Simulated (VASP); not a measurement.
# Ge (Fd-3m) in VASP: further runs, part 2 of 2

VASP 6.6.1.

### Step 6. Single point, r2SCAN+rVV10

This run uses another cell than the first one, of 22.19 Å³/atom, 0.925 times its volume.

POSCAR

```
Ge
1.0
    0.0000000000      2.8099234548      2.8099234548
    2.8099234548      0.0000000000      2.8099234548
    2.8099234548      2.8099234548      0.0000000000
Ge
2
Direct
    0.7500000000      0.7500000000      0.7500000000
    0.5000000000      0.5000000000      0.5000000000
```

INCAR.step1

```
SYSTEM = Ge
  PREC = Accurate
  ENCUT = 520
  ISMEAR = -1
  SIGMA = 0.05
  LREAL = .False.
  LASPH = .True.
  NELM = 60
  NBANDS = 21
  GGA = PE
  ALGO = Normal
  EDIFF = 1E-4
  LWAVE = .True.
  LCHARG = .False.
```

INCAR.step2

```
SYSTEM = Ge
  PREC = Accurate
  ENCUT = 520
  EDIFF = 1E-6
  ISMEAR = -1
  SIGMA = 0.05
  LREAL = .False.
  LASPH = .True.
  NELM = 60
  ALGO = Normal
  ISIF = 2
  LWAVE = .False.
  LCHARG = .True.
  METAGGA = R2SCAN
  LMIXTAU = .True.
  LUSE_VDW = .True.
  IVDW_NL = 2
  BPARAM = 11.95
  CPARAM = 0.0093
  LELF = .True.
  LVHAR = .True.
  NBANDS = 21
  ISTART = 1
```

KPOINTS

```
regular mesh
0
Gamma
  8 8 8
  0 0 0
```

Potentials or basis: VASP PAW PBE potentials, release 64 (Ge_d).

The run is started by

```
$ cat potpaw_PBE.64/Ge_d/POTCAR > POTCAR
$ cp INCAR.step1 INCAR
$ mpirun -np 1 vasp_std > vasp.out
$ cp INCAR.step2 INCAR
$ mpirun -np 1 vasp_std > vasp.out
```

OUTCAR:

```text
SYSTEM = Ge
   PREC = Accurate
   ENCUT = 520
   EDIFF = 1E-6
   ISMEAR = -1
   LREAL = .False.
   LASPH = .True.
   NELM = 60
   ISIF = 2
   METAGGA = R2SCAN
   IVDW_NL = 2
   BPARAM = 11.95
   ISTART = 1

 ion  position               nearest neighbor table
   1  0.750  0.750  0.750-   2 2.43   2 2.43   2 2.43   2 2.43
   2  0.500  0.500  0.500-   1 2.43   1 2.43   1 2.43   1 2.43

  LATTYP: Found a face centered cubic cell.
 ALAT       =     5.6198469096

  Lattice vectors:

 A1 = (   0.0000000000,   2.8099234548,   2.8099234548)
 A2 = (   2.8099234548,   0.0000000000,   2.8099234548)
 A3 = (   2.8099234548,   2.8099234548,   0.0000000000)

Analysis of symmetry for initial positions (statically):
=====================================================================
 Subroutine PRICEL returns:
 Original cell was already a primitive cell.

 Routine SETGRP: Setting up the symmetry group for a
 face centered cubic supercell.

 Subroutine GETGRP returns: Found 48 space group operations
 (whereof 24 operations were pure point group operations)
 out of a pool of 48 trial point group operations.

The static configuration has the point symmetry T_d .
 The point group associated with its full space group is O_h .

Analysis of symmetry for dynamics (positions and initial velocities):
=====================================================================
 Subroutine PRICEL returns:
 Original cell was already a primitive cell.

 Routine SETGRP: Setting up the symmetry group for a
 face centered cubic supercell.

 Subroutine GETGRP returns: Found 48 space group operations
 (whereof 24 operations were pure point group operations)
 out of a pool of 48 trial point group operations.

The dynamic configuration has the point symmetry T_d .
 The point group associated with its full space group is O_h .

 Subroutine INISYM returns: Found 48 space group operations
 (whereof 24 operations are pure point group operations),
 and found     1 'primitive' translations

----------------------------------------------------------------------------------------

                                     Primitive cell

  volume of cell :      44.3725

  direct lattice vectors                    reciprocal lattice vectors
     0.000000000  2.809923455  2.809923455    -0.177940790  0.177940790  0.177940790
     2.809923455  0.000000000  2.809923455     0.177940790 -0.177940790  0.177940790
     2.809923455  2.809923455  0.000000000     0.177940790  0.177940790 -0.177940790

  length of vectors
     3.973831859  3.973831859  3.973831859     0.308202489  0.308202489  0.308202489

  position of ions in fractional coordinates (direct lattice)
     0.750000000  0.750000000  0.750000000
     0.500000000  0.500000000  0.500000000

  ion indices of the primitive-cell ions
   primitive index   ion index
                 1           1
                 2           2

----------------------------------------------------------------------------------------

 KPOINTS: regular mesh

Automatic generation of k-mesh.
 Grid dimensions read from file:
 generate k-points for:    8    8    8

 Generating k-lattice:

  Cartesian coordinates                     Fractional coordinates (reciprocal lattice)
    -0.022242599  0.022242599  0.022242599     0.125000000  0.000000000  0.000000000
     0.022242599 -0.022242599  0.022242599     0.000000000  0.125000000  0.000000000
     0.022242599  0.022242599 -0.022242599     0.000000000  0.000000000  0.125000000

  Length of vectors
     0.038525311  0.038525311  0.038525311

  Shift w.r.t. Gamma in fractional coordinates (k-lattice)
     0.000000000  0.000000000  0.000000000

 Subroutine IBZKPT returns following result:
 ===========================================

 Found     29 irreducible k-points:

 Following reciprocal coordinates:
            Coordinates               Weight
  0.000000  0.000000  0.000000      1.000000
  0.125000  0.000000  0.000000      8.000000
  0.250000  0.000000  0.000000      8.000000
  0.375000  0.000000  0.000000      8.000000
  0.500000  0.000000  0.000000      4.000000
  0.125000  0.125000  0.000000      6.000000
[... 16 lines left out ...]
  0.500000  0.250000  0.125000     48.000000
 -0.375000  0.250000  0.125000     24.000000
 [... further k-points ...]
   k-points           NKPTS =     29   k-points in BZ     NKDIM =     29   number of bands    NBANDS=     21
   number of dos      NEDOS =    301   number of ions     NIONS =      2
   total plane-waves  NPLWV =  27000
   dimension x,y,z NGX =    30 NGY =   30 NGZ =   30
   dimension x,y,z NGXF=    60 NGYF=   60 NGZF=   60
   ions per type =               2
   NGX,Y,Z   is equivalent  to a cutoff of  12.55, 12.55, 12.55 a.u.
   NGXF,Y,Z  is equivalent  to a cutoff of  25.10, 25.10, 25.10 a.u.
 SYSTEM =  Ge
   PREC   = accura    normal or accurate (medium, high low for compatibility)
   ISTART =      1    job   : 0-new  1-cont  2-samecut
   ICHARG =      0    charge: 1-file 2-atom 10-const
   ISPIN  =      1    spin polarized calculation?
   LNONCOLLINEAR =      F non collinear calculations
   LSORBIT =      F    spin-orbit coupling
   LASPH  =      T    aspherical Exc in radial PAW
   ENCUT  =  520.0 eV  38.22 Ry    6.18 a.u.   7.39  7.39  7.39*2*pi/ulx,y,z
   NELM   =     60;   NELMIN=  2; NELMDL=  0     # of ELM steps
   EDIFF  = 0.1E-05   stopping-criterion for ELM
   LREAL  =      F    real-space projection
   EDIFFG = 0.1E-04   stopping-criterion for IOM
   NSW    =      0    number of steps for IOM
   IBRION =     -1    ionic relax: 0-MD 1-quasi-New 2-CG
   NFREE  =      0    steps in history (QN), initial steepest desc. (CG)
   ISIF   =      2    stress and relaxation
   ISYM   =      2    0-nonsym 1-usesym 2-fastsym
   POTIM  = 0.5000    time-step for ionic-motion
   TEBEG  =    0.0;   TEEND  =   0.0 temperature during run
   PSTRESS=    0.0 pullay stress
   NELECT =      28.0000    total number of electrons
   NUPDOWN=      -1.0000    fix difference up-down
   EMIN   =  10.00;   EMAX   =-10.00  energy-range for DOS
   EFERMI =   0.00;   METHOD = LEGACY
   ISMEAR =    -1;   SIGMA  =   0.05  broadening in eV -4-tet -1-fermi 0-gaus
   EFERMI_NEDOS =   21; number of points for ismear=-14 and -15
   IALGO  =     38    algorithm
   IMIX   =      4    mixing-type and parameters
     AMIX     =   0.40;   BMIX     =  1.00
     AMIX_MAG =   1.60;   BMIX_MAG =  1.00
  volume/ion in A,a.u.               =      22.19       149.72
  Fermi-wavevector in a.u.,A,eV,Ry     =   1.404181  2.653517 26.826929  1.971724
  Thomas-Fermi vector in A             =   2.526768
   LORBIT       =      0    0 simple, 1 ext, 2 COOP (PROOUT), +10 PAW based schemes
   METAGGA = R2SCAN    functional components
   LHFCALC =     F    Hartree Fock is set to
   AEXX    =    0.0000 exact exchange contribution
   IVDW_NL    =     2    kernel type
   BPARAM     =11.9500
   IVDW    =     0    specifies the selected vdW correction
   LEPSILON=     F    determine dielectric tensor
   LRPA    =     F    only Hartree local field effects (RPA)
 non-spin polarized calculation
  energy-cutoff  :      520.00
  volume of cell :       44.37
 maximum number of plane-waves:      1243
 NGX is ok and might be reduce to    30
   NGX = 15   NGY = 15   NGZ = 15

 number of electron      28.0000033 magnetization

 Free energy of the ion-electron system (eV)
  ---------------------------------------------------
  ext. energy  EPLUGINS =         0.00000000
  ---------------------------------------------------
  free energy    TOTEN  =       -26.90241127 eV

  energy without entropy =      -26.90234480  energy(sigma->0) =      -26.90237804

 E-fermi :   5.2237     XC(G=0): -10.9822

 val. band max:        4.9896791568   @ k =   0.0000   0.0000   0.0000
 cond. band min:       5.4808049097   @ k =   0.5000   0.0000   0.0000
 fundamental gap:      0.4911257529
 Fermi energy:         5.2237368481

 k-point     1 :       0.0000    0.0000    0.0000
  band No.  band energies     occupation
      1     -20.5220      2.00000
      2     -20.5220      2.00000
      3     -20.5219      2.00000
      4     -20.4807      2.00000
      5     -20.4807      2.00000
      6     -20.2517      2.00000
[... 13 lines left out ...]
     20      14.9616      0.00000
     21      14.9616      0.00000
[... 529 lines left out ...]
 k-point    24 :      -0.3750    0.2500    0.1250
  band No.  band energies     occupation
      1     -20.5720      2.00000
      2     -20.5590      2.00000
      3     -20.4693      2.00000
      4     -20.4118      2.00000
      5     -20.3962      2.00000
      6     -20.3375      2.00000
[... 13 lines left out ...]
     20      16.6188      0.00000
     21      17.2288      0.00000

 [... further k-points ...]

------------------------ aborting loop because EDIFF is reached ----------------------------------------

  FORCE on cell =-STRESS in cart. coord.  units (eV):
  Direction    XX          YY          ZZ          XY          YZ          ZX
  --------------------------------------------------------------------------------------
  -------------------------------------------------------------------------------------
  Total        0.3915286      0.3915286      0.3915286      0.0000000      0.0000000     -0.0000000
  in kB       14.1371095     14.1371095     14.1371095      0.0000000      0.0000000     -0.0000000
  external PRESSURE =      14.1371095 kB  Pullay stress =       0.0000000 kB

 VOLUME and BASIS-vectors are now :
 -----------------------------------------------------------------------------
  energy-cutoff  :      520.00
  volume of cell :       44.37
      direct lattice vectors                 reciprocal lattice vectors
     0.000000000  2.809923455  2.809923455    -0.177940790  0.177940790  0.177940790
     2.809923455  0.000000000  2.809923455     0.177940790 -0.177940790  0.177940790
     2.809923455  2.809923455  0.000000000     0.177940790  0.177940790 -0.177940790

 POSITION                                       TOTAL-FORCE (eV/Angst)
 -----------------------------------------------------------------------------------
      4.21489      4.21489      4.21489         0.000000      0.000000      0.000000
      2.80992      2.80992      2.80992        -0.000000     -0.000000     -0.000000
 -----------------------------------------------------------------------------------
    total drift:                                0.000000     -0.000000     -0.000000

  FREE ENERGIE OF THE ION-ELECTRON SYSTEM (eV)
  ---------------------------------------------------
  free  energy   TOTEN  =       -26.9024112719 eV

  energy  without entropy=      -26.9023448003  energy(sigma->0) =      -26.90237804
```

It took 77 s on 1 thread of Intel Xeon 6975P-C (Granite Rapids), shared host; peak memory 0.29 GiB.

What came out:

| Quantity | Value |
| --- | --- |
| Free energy | -26.9024 eV |
| Pressure | 1.4 GPa |
| Band gap on the k mesh | 0.49 eV, indirect (least direct gap 0.60 eV) |

Levels at points of the mesh, in eV from the valence-band top:
| k point | band 12 | band 13 | band 14 | band 15 | band 16 | band 17 |
| --- | --- | --- | --- | --- | --- | --- |
| (0.00, 0.00, 0.00) | 0.00 | 0.00 | 0.00 | 0.60 | 2.71 | 2.71 |
| (0.50, 0.00, 0.00) | -7.98 | -1.52 | -1.52 | 0.49 | 3.99 | 3.99 |
| (0.50, 0.50, 0.00) | -9.30 | -3.31 | -3.31 | 0.90 | 0.90 | 10.28 |

Caveat: the PAW data sets were made with another functional, which shifts forces and pressure a little.

### Step 7. Summary

```csv
level,cell,gap on the mesh (eV),pressure (GPa)
revPBE+D3(BJ),"a = 4.079 Å, angles 60.0°, 2 atoms",none,-2.7
BLYP+D4,"a = 4.079 Å, angles 60.0°, 2 atoms",none,-0.7
r2SCAN+rVV10,"a = 3.919 Å, angles 60.0°, 2 atoms",0.64,5.1
r2SCAN+rVV10,"a = 3.947 Å, angles 60.0°, 2 atoms",0.56,3.2
r2SCAN+rVV10,"a = 3.974 Å, angles 60.0°, 2 atoms",0.49,1.4
```

Alike in all rows: task single point; potentials or basis VASP PAW PBE potentials, release 64 (Ge_d); no spin polarisation; k mesh 8 × 8 × 8; cutoff (eV) 520; smearing fermi-dirac 0.05 eV.

Caveats: the PAW data sets were made with another functional, which shifts forces and pressure a little; pairwise dispersion overbinds metals, which lowers pressure and volume (some runs).

Absolute energies hang on the potentials; compare differences alone.

### Step 8. How close it comes

Step 2. Measured gap of Ge: 0.807 eV (direct; 300 K; “Electronic and optical properties of SixGe1-x-ySny alloys lattice-matched to Ge”, 2021, arxiv:2109.02782). This calculation gives 0.00 eV (-0.81 eV). 3 values of this kind are on record (0.666 to 0.807 eV); this one was drawn at random among those near their median. Spin-orbit coupling on Ge is left out. The value is that of revPBE+D3(BJ) on a finite k mesh, which can miss the band edges, without temperature or zero-point motion. Semilocal functionals fall short of measured gaps as a rule.

Step 3. Measured gap of Ge: 0.807 eV (direct; 300 K; “Electronic and optical properties of SixGe1-x-ySny alloys lattice-matched to Ge”, 2021, arxiv:2109.02782). This calculation gives 0.00 eV (-0.81 eV). 3 values of this kind are on record (0.666 to 0.807 eV); this one was drawn at random among those near their median. Spin-orbit coupling on Ge is left out. The value is that of BLYP+D4 on a finite k mesh, which can miss the band edges, without temperature or zero-point motion. Semilocal functionals fall short of measured gaps as a rule.

Step 6. A measured gap of Ge is 0.744 eV (indirect; 0 K; “Temperature-dependent photoluminescence in Ge: experiment and theory”, 2020, arxiv:2003.00143); the calculated 0.49 eV misses it by -0.25 eV. 2 values of this kind are on record (0.666 to 0.744 eV); this one was drawn at random. Spin-orbit coupling on Ge is left out. The value is that of r2SCAN+rVV10 on a finite k mesh, which can miss the band edges, without temperature or zero-point motion.
